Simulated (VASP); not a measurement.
The system is AlN.

```
CELL_PARAMETERS angstrom
3.13023 0.00000 0.00000
-1.56511 2.71086 0.00000
0.00000 0.00000 5.01811
ATOMIC_POSITIONS crystal
Al 0.33333 0.66667 0.00023
Al 0.66667 0.33333 0.50023
N 0.33333 0.66667 0.38177
N 0.66667 0.33333 0.88177
```

```yaml
Program: VASP 6.6.1
Task: relaxation of cell and atoms
Functional: PBEsol
Potentials_or_basis: VASP PAW PBE potentials, release 64 (Al, N)
Cutoff: 600 eV
k_mesh: 9 × 9 × 6
Occupations: gaussian, width 0.02 eV
Spin: no spin polarisation
```

At the start: pressure -3.6 GPa; volume 10.65 Å³/atom.

Problem. Where does the relaxation end?

Solution. Over 8 steps the energy falls by 2.2 meV/atom and the volume is 10.45 Å³/atom (-1.8 %); space group P6_3mc (No. 186, to 0.05 Å).

Step by step:
| step | energy change (eV) | largest force (eV/Å) | pressure (GPa) | volume (Å³) |
| --- | --- | --- | --- | --- |
| 1 | 0.0000 | 0.0022 | -3.60 | 42.58 |
| 2 | -0.0012 | 0.0170 | 3.49 | 41.12 |
| 3 | -0.0086 | 0.0096 | -0.02 | 41.82 |
| 4 | -0.0086 | 0.0097 | 0.05 | 41.80 |
| 5 | -0.0087 | 0.0095 | 0.06 | 41.80 |
| 6 | -0.0087 | 0.0094 | 0.06 | 41.80 |
| 7 | -0.0087 | 0.0067 | -0.05 | 41.82 |
| 8 | -0.0087 | 0.0002 | -0.01 | 41.81 |

Final structure:
```
CELL_PARAMETERS angstrom
3.11301 0.00000 0.00000
-1.55650 2.69594 0.00000
0.00000 0.00000 4.98214
ATOMIC_POSITIONS crystal
Al 0.33333 0.66667 0.00000
Al 0.66667 0.33333 0.50000
N 0.33333 0.66667 0.38200
N 0.66667 0.33333 0.88200
```

Caveat: the PAW data sets were made with another functional, which shifts forces and pressure a little.
